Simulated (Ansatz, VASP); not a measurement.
Two plane-wave programs on Nb3WC4

```
Nb W C
1.0
    -0.11576   -0.01923    3.11638
     3.15150   -4.46009   -0.08870
     3.19168    4.48852   -0.14315
Nb W C
3 1 4
Cartesian
  1.5318 2.3052 1.6053
  1.4785 -2.2830 1.4943
  0.0313 -0.0506 -0.0837
  3.2038 -0.0092 -0.1686
  3.1960 2.2893 -0.1788
  4.6707 0.0612 1.4229
  1.5886 -0.0312 1.5198
  3.0974 -2.2349 -0.0740
```

Change from the starting cell: cell x1, atoms moved at random (sigma 0.05 Å) and cell strained at random (1.5 %), then relaxed without symmetry.

Alike in both runs: task relaxation of cell and atoms; functional PBE; k mesh 8 × 4 × 4; occupations gaussian, width 0.2 eV; no spin polarisation.

|  | VASP | Ansatz |
| --- | --- | --- |
| version | VASP 6.6.1 | Ansatz 0.2.0 |
| potentials or method | VASP PAW PBE potentials, release 64 (Nb_sv, W_sv, C), cutoff 600 eV | scalar-relativistic, plane waves, PAW |
| valence electrons in the cell | 69 | 69 |

```tsv
	VASP	Ansatz	Ansatz less VASP
gap on the k mesh at the Fermi level, each at its own relaxed structure (eV)	none	none	-
relaxed volume (Å³/atom)	11.05	11.06	+0.010
relaxed cell length with the largest relative difference (Å)	5.448	5.451	+0.0028
```

A gap of «none» marks a metal or a gap that the smearing closes.

Neither program's run includes spin-orbit coupling.
